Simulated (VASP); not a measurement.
# AlN in VASP: further runs

Runs on AlN. Level: PBE. Tasks: single point.

Program: VASP 6.6.1. These are calculated values, not measurements. Logs are shortened: lines on timing, memory, paths and dates and some standing lists are left out, and cuts for length are marked.

### Step 1. The cell of the first run

It takes space group P6_3/mmc (No. 194, hexagonal). The conventional cell has a = 3.313 Å, b = 3.313 Å, c = 4.188 Å, α = 90.00°, β = 90.00°, γ = 120.00°. Al (site symmetry -6m2) has 5 N at 1.91 to 2.09 Å within 2.5 Å. N (site symmetry -6m2) has 5 Al at 1.91 to 2.09 Å within 2.5 Å.

### Step 2. Single point, PBE

INCAR

```
PREC = Accurate
ENCUT = 520
EDIFF = 1E-7
ISMEAR = 0
SIGMA = 0.05
LREAL = False
LASPH = True
NELM = 60
ALGO = Normal
ISIF = 2
LWAVE = False
LCHARG = False
GGA = PE
NBANDS = 26
```

KPOINTS

```
regular mesh
0
Gamma
  8 6 4
```

POSCAR

```
AlN
1.0
   -3.3134793387      0.0000000000      0.0000000000
    0.0000000000      0.0000000000     -4.1875902400
    0.0000000000     -5.7391145645      0.0000000000
Al N
4 4
Direct
    0.5000000000      0.2500000000      0.1666666667
    0.0000000000      0.2500000000      0.6666666667
    0.0000000000      0.7500000000      0.3333333333
    0.5000000000      0.7500000000      0.8333333333
    0.5000000000      0.7500000000      0.1666666667
    0.0000000000      0.7500000000      0.6666666667
    0.0000000000      0.2500000000      0.3333333333
    0.5000000000      0.2500000000      0.8333333333
```

Potentials or basis: VASP PAW PBE potentials, release 64 (Al, N).

Started as:

```console
$ cat potpaw_PBE.64/Al/POTCAR potpaw_PBE.64/N/POTCAR > POTCAR
$ mpirun -np 1 vasp_std > vasp.out
```

OUTCAR:

```text
PREC = Accurate
   ENCUT = 520
   EDIFF = 1E-7
   ISMEAR = 0
   LREAL = False
   LASPH = True
   NELM = 60
   ISIF = 2
   GGA = PE

 ion  position               nearest neighbor table
   1  0.500  0.250  0.167-   7 1.91   7 1.91   8 1.91   5 2.09   5 2.09   3 2.84   3 2.84   3 2.84
                             3 2.84   4 2.84   4 2.84   2 3.31   2 3.31   2 3.31   2 3.31
   2  0.000  0.250  0.667-   8 1.91   8 1.91   7 1.91   6 2.09   6 2.09   4 2.84   4 2.84   4 2.84
                             4 2.84   3 2.84   3 2.84   1 3.31   1 3.31   1 3.31   1 3.31
   3  0.000  0.750  0.333-   5 1.91   5 1.91   6 1.91   7 2.09   7 2.09   1 2.84   1 2.84   1 2.84
                             1 2.84   2 2.84   2 2.84   4 3.31   4 3.31   4 3.31   4 3.31
   4  0.500  0.750  0.833-   6 1.91   6 1.91   5 1.91   8 2.09   8 2.09   2 2.84   2 2.84   2 2.84
                             2 2.84   1 2.84   1 2.84   3 3.31   3 3.31   3 3.31   3 3.31
   5  0.500  0.750  0.167-   3 1.91   3 1.91   4 1.91   1 2.09   1 2.09
   6  0.000  0.750  0.667-   4 1.91   4 1.91   3 1.91   2 2.09   2 2.09
   7  0.000  0.250  0.333-   1 1.91   1 1.91   2 1.91   3 2.09   3 2.09
   8  0.500  0.250  0.833-   2 1.91   2 1.91   1 1.91   4 2.09   4 2.09

  LATTYP: Found a simple orthorhombic cell.
 ALAT       =     3.3134793387
 B/A-ratio  =     1.2638045426
 C/A-ratio  =     1.7320508076

  Lattice vectors:

 A1 = (  -3.3134793387,   0.0000000000,   0.0000000000)
 A2 = (   0.0000000000,   0.0000000000,  -4.1875902400)
 A3 = (   0.0000000000,  -5.7391145645,   0.0000000000)

Analysis of symmetry for initial positions (statically):
=====================================================================
 Subroutine PRICEL returns following result:

  LATTYP: Found a hexagonal cell.
 ALAT       =     3.3134793387
 C/A-ratio  =     1.2638045426

  Lattice vectors:

 A1 = (  -1.6567396694,  -2.8695572823,   0.0000000000)
 A2 = (  -1.6567396694,   2.8695572822,   0.0000000000)
 A3 = (   0.0000000000,   0.0000000000,  -4.1875902400)

   2 primitive cells build up your supercell.

 Routine SETGRP: Setting up the symmetry group for a
 simple orthorhombic supercell.

 Subroutine GETGRP returns: Found  8 space group operations
 (whereof  4 operations were pure point group operations)
 out of a pool of  8 trial point group operations.

The static configuration has the point symmetry C_2h.
 The point group associated with its full space group is D_2h.

Analysis of symmetry for dynamics (positions and initial velocities):
=====================================================================
 Subroutine PRICEL returns following result:

  LATTYP: Found a hexagonal cell.
 ALAT       =     3.3134793387
 C/A-ratio  =     1.2638045426

  Lattice vectors:

 A1 = (  -1.6567396694,  -2.8695572823,   0.0000000000)
 A2 = (  -1.6567396694,   2.8695572822,   0.0000000000)
 A3 = (   0.0000000000,   0.0000000000,  -4.1875902400)

   2 primitive cells build up your supercell.

 Routine SETGRP: Setting up the symmetry group for a
 simple orthorhombic supercell.

 Subroutine GETGRP returns: Found  8 space group operations
 (whereof  4 operations were pure point group operations)
 out of a pool of  8 trial point group operations.

The dynamic configuration has the point symmetry C_2h.
 The point group associated with its full space group is D_2h.

 Subroutine INISYM returns: Found  8 space group operations
 (whereof  4 operations are pure point group operations),
 and found     2 'primitive' translations

----------------------------------------------------------------------------------------

                                     Primitive cell

  volume of cell :      39.8165

  direct lattice vectors                    reciprocal lattice vectors
    -1.656739669 -2.869557282  0.000000000    -0.301797566 -0.174242906  0.000000000
    -1.656739669  2.869557282  0.000000000    -0.301797566  0.174242906  0.000000000
     0.000000000  0.000000000 -4.187590240     0.000000000  0.000000000 -0.238800824

  length of vectors
     3.313479339  3.313479339  4.187590240     0.348485812  0.348485812  0.238800824

  position of ions in fractional coordinates (direct lattice)
     0.666666667  0.333333333  0.250000000
     0.333333333  0.666666667  0.750000000
     0.666666667  0.333333333  0.750000000
     0.333333333  0.666666667  0.250000000

  ion indices of the primitive-cell ions
   primitive index   ion index
                 1           1
                 2           4
                 3           5
                 4           8

----------------------------------------------------------------------------------------

 KPOINTS: regular mesh

Automatic generation of k-mesh.
 Grid dimensions read from file:
 generate k-points for:    8    6    4

 Generating k-lattice:

  Cartesian coordinates                     Fractional coordinates (reciprocal lattice)
    -0.037724696  0.000000000  0.000000000     0.125000000  0.000000000  0.000000000
     0.000000000  0.000000000 -0.039800137     0.000000000  0.166666667  0.000000000
     0.000000000 -0.043560727  0.000000000     0.000000000  0.000000000  0.250000000

  Length of vectors
     0.037724696  0.039800137  0.043560727

  Shift w.r.t. Gamma in fractional coordinates (k-lattice)
     0.000000000  0.000000000  0.000000000

 Subroutine IBZKPT returns following result:
 ===========================================

 Found     60 irreducible k-points:

 Following reciprocal coordinates:
            Coordinates               Weight
  0.000000  0.000000  0.000000      1.000000
  0.125000  0.000000  0.000000      2.000000
  0.250000  0.000000  0.000000      2.000000
  0.375000  0.000000  0.000000      2.000000
  0.500000  0.000000  0.000000      1.000000
  0.000000  0.166667  0.000000      2.000000
[... 16 lines left out ...]
  0.250000  0.000000  0.250000      4.000000
  0.375000  0.000000  0.250000      4.000000
 [... further k-points ...]
   k-points           NKPTS =     60   k-points in BZ     NKDIM =     60   number of bands    NBANDS=     26
   number of dos      NEDOS =    301   number of ions     NIONS =      8
   total plane-waves  NPLWV =  43008
   dimension x,y,z NGX =    28 NGY =   32 NGZ =   48
   dimension x,y,z NGXF=    56 NGYF=   64 NGZF=   96
   ions per type =               4   4
   NGX,Y,Z   is equivalent  to a cutoff of  14.05, 12.70, 13.90 a.u.
   NGXF,Y,Z  is equivalent  to a cutoff of  28.10, 25.41, 27.81 a.u.
 SYSTEM =  unknown system
   PREC   = accura    normal or accurate (medium, high low for compatibility)
   ISTART =      0    job   : 0-new  1-cont  2-samecut
   ICHARG =      2    charge: 1-file 2-atom 10-const
   ISPIN  =      1    spin polarized calculation?
   LNONCOLLINEAR =      F non collinear calculations
   LSORBIT =      F    spin-orbit coupling
   LASPH  =      T    aspherical Exc in radial PAW
   ENCUT  =  520.0 eV  38.22 Ry    6.18 a.u.   6.16  7.79 10.67*2*pi/ulx,y,z
   NELM   =     60;   NELMIN=  2; NELMDL= -5     # of ELM steps
   EDIFF  = 0.1E-06   stopping-criterion for ELM
   LREAL  =      F    real-space projection
   EDIFFG = 0.1E-05   stopping-criterion for IOM
   NSW    =      0    number of steps for IOM
   IBRION =     -1    ionic relax: 0-MD 1-quasi-New 2-CG
   NFREE  =      0    steps in history (QN), initial steepest desc. (CG)
   ISIF   =      2    stress and relaxation
   ISYM   =      2    0-nonsym 1-usesym 2-fastsym
   POTIM  = 0.5000    time-step for ionic-motion
   TEBEG  =    0.0;   TEEND  =   0.0 temperature during run
   PSTRESS=    0.0 pullay stress
   NELECT =      32.0000    total number of electrons
   NUPDOWN=      -1.0000    fix difference up-down
   EMIN   =  10.00;   EMAX   =-10.00  energy-range for DOS
   EFERMI =   0.00;   METHOD = LEGACY
   ISMEAR =     0;   SIGMA  =   0.05  broadening in eV -4-tet -1-fermi 0-gaus
   EFERMI_NEDOS =   21; number of points for ismear=-14 and -15
   IALGO  =     38    algorithm
   IMIX   =      4    mixing-type and parameters
     AMIX     =   0.40;   BMIX     =  1.00
     AMIX_MAG =   1.60;   BMIX_MAG =  1.00
  volume/ion in A,a.u.               =       9.95        67.17
  Fermi-wavevector in a.u.,A,eV,Ry     =   1.208074  2.282930 19.856940  1.459444
  Thomas-Fermi vector in A             =   2.343693
   LORBIT       =      0    0 simple, 1 ext, 2 COOP (PROOUT), +10 PAW based schemes
   GGA     = PE    functional components
   LHFCALC =     F    Hartree Fock is set to
   AEXX    =    0.0000 exact exchange contribution
   IVDW    =     0    specifies the selected vdW correction
   LEPSILON=     F    determine dielectric tensor
   LRPA    =     F    only Hartree local field effects (RPA)
 non-spin polarized calculation
 Gauss-broadening in eV      SIGMA  =   0.05
  energy-cutoff  :      520.00
  volume of cell :       79.63
 maximum number of plane-waves:      2174
 NGX is ok and might be reduce to    28
   NGX = 13   NGY = 15   NGZ = 21

 number of electron      31.9999993 magnetization

 Free energy of the ion-electron system (eV)
  ---------------------------------------------------
  ext. energy  EPLUGINS =         0.00000000
  ---------------------------------------------------
  free energy    TOTEN  =       -58.63789788 eV

  energy without entropy =      -58.63789788  energy(sigma->0) =      -58.63789788

 E-fermi :   8.1402     XC(G=0): -11.1573

 val. band max:        7.9388600062   @ k =   0.0000   0.0000   0.0000
 cond. band min:      11.2024825129   @ k =   0.0000   0.0000   0.0000
 fundamental gap:      3.2636225068
 Fermi energy:         8.1402093092

 k-point     1 :       0.0000    0.0000    0.0000
  band No.  band energies     occupation
      1      -8.8366      2.00000
      2      -6.9901      2.00000
      3      -5.8401      2.00000
      4      -5.2183      2.00000
      5       1.0839      2.00000
      6       1.4870      2.00000
[... 18 lines left out ...]
     25      17.2653      0.00000
     26      19.0774      0.00000
[... 644 lines left out ...]
      4      -5.4600      2.00000
      5       1.4326      2.00000
      6       2.0371      2.00000
[... 18 lines left out ...]
     25      17.8488      0.00000
     26      18.1550      0.00000

 [... further k-points ...]

------------------------ aborting loop because EDIFF is reached ----------------------------------------

  FORCE on cell =-STRESS in cart. coord.  units (eV):
  Direction    XX          YY          ZZ          XY          YZ          ZX
  --------------------------------------------------------------------------------------
  -------------------------------------------------------------------------------------
  Total       -0.1162594     -0.1160014     -0.0568305      0.0000000      0.0000000      0.0000000
  in kB       -2.3390808     -2.3338904     -1.1434015      0.0000000      0.0000000      0.0000000
  external PRESSURE =      -1.9387909 kB  Pullay stress =       0.0000000 kB

 VOLUME and BASIS-vectors are now :
 -----------------------------------------------------------------------------
  energy-cutoff  :      520.00
  volume of cell :       79.63
      direct lattice vectors                 reciprocal lattice vectors
    -3.313479339  0.000000000  0.000000000    -0.301797566  0.000000000  0.000000000
     0.000000000  0.000000000 -4.187590240     0.000000000  0.000000000 -0.238800824
     0.000000000 -5.739114565  0.000000000     0.000000000 -0.174242906  0.000000000

 POSITION                                       TOTAL-FORCE (eV/Angst)
 -----------------------------------------------------------------------------------
     -1.65674     -0.95652     -1.04690        -0.000000      0.000011      0.000000
      0.00000     -3.82608     -1.04690        -0.000000      0.000011      0.000000
      0.00000     -1.91304     -3.14069        -0.000000     -0.000011     -0.000000
     -1.65674     -4.78260     -3.14069        -0.000000     -0.000011     -0.000000
     -1.65674     -0.95652     -3.14069         0.000000     -0.000008      0.000000
      0.00000     -3.82608     -3.14069        -0.000000     -0.000008     -0.000000
      0.00000     -1.91304     -1.04690         0.000000      0.000008     -0.000000
     -1.65674     -4.78260     -1.04690         0.000000      0.000008      0.000000
 -----------------------------------------------------------------------------------
    total drift:                               -0.000000      0.000000     -0.000000

  FREE ENERGIE OF THE ION-ELECTRON SYSTEM (eV)
  ---------------------------------------------------
  free  energy   TOTEN  =       -58.6378978824 eV

  energy  without entropy=      -58.6378978824  energy(sigma->0) =      -58.63789788
```

It took 3.4 min on 1 thread of Intel Xeon 8259CL, shared host; peak memory 0.24 GiB.

Results:

| Quantity | Value |
| --- | --- |
| Free energy | -58.6379 eV |
| Pressure | -0.2 GPa |
| Band gap on the k mesh | 3.26 eV |

Stress tensor (GPa, compression positive):
```
-0.23  0.00  0.00
 0.00 -0.23  0.00
 0.00  0.00 -0.11
```

(Part 1 of 2 ends here.)
